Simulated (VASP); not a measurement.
Write the native input for VASP 6.6.1 that does the following.

```yaml
Task: single point
Functional: PBEsol
Potentials_or_basis: VASP PAW PBE potentials, release 64 (Te)
Cutoff: 400 eV
k_mesh: 1 × 1 × 1
Occupations: gaussian, width 0.005 eV
Spin: collinear spin
Starting_moments: "[2.0] μB"
Dipole_correction: no
Further_INCAR_settings: ALGO = Normal; EDIFF = 1e-06; NBANDS = 13; NELMDL = -8
```

The structure of Te lies in POSCAR:

```
Te
1.0
   10.5000000000      0.0000000000      0.0000000000
    0.0000000000     11.0000000000      0.0000000000
    0.0000000000      0.0000000000     11.5000000000
Te
1
Direct
    0.5000000000      0.5045454500      0.5000000000
```

The input as run:

INCAR

```
PREC = Accurate
ENCUT = 400
EDIFF = 1E-6
ISMEAR = 0
SIGMA = 0.005
LREAL = F
LASPH = T
NELM = 200
ALGO = Normal
ISIF = 2
LWAVE = F
LCHARG = F
ISPIN = 2
MAGMOM = 2
LORBIT = 11
GGA = PS
NBANDS = 13
GGA_COMPAT = F
NELMDL = -8
```

KPOINTS

```
regular mesh
0
Gamma
  1 1 1
```

Potentials or basis: VASP PAW PBE potentials, release 64 (Te).

Command:

```sh
$ cat potpaw_PBE.64/Te/POTCAR > POTCAR
$ mpirun -np 1 vasp_gam > vasp.out
```

It gave:

```yaml
Gap_between_the_frontier_levels: 0.21 eV
Net_moment: 2.00 μB per cell
Site_moments: Te +0.95 μB
Valence_electrons_inside_the_program's_atomic_spheres: Te 3.23
```

Caveat: spin-orbit coupling is left out, which moves the levels of the heavy elements.

It took 78 s on 1 thread of Intel(R) Xeon(R) 6975P-C (Granite Rapids), on a shared host, peak memory 0.99 GiB.
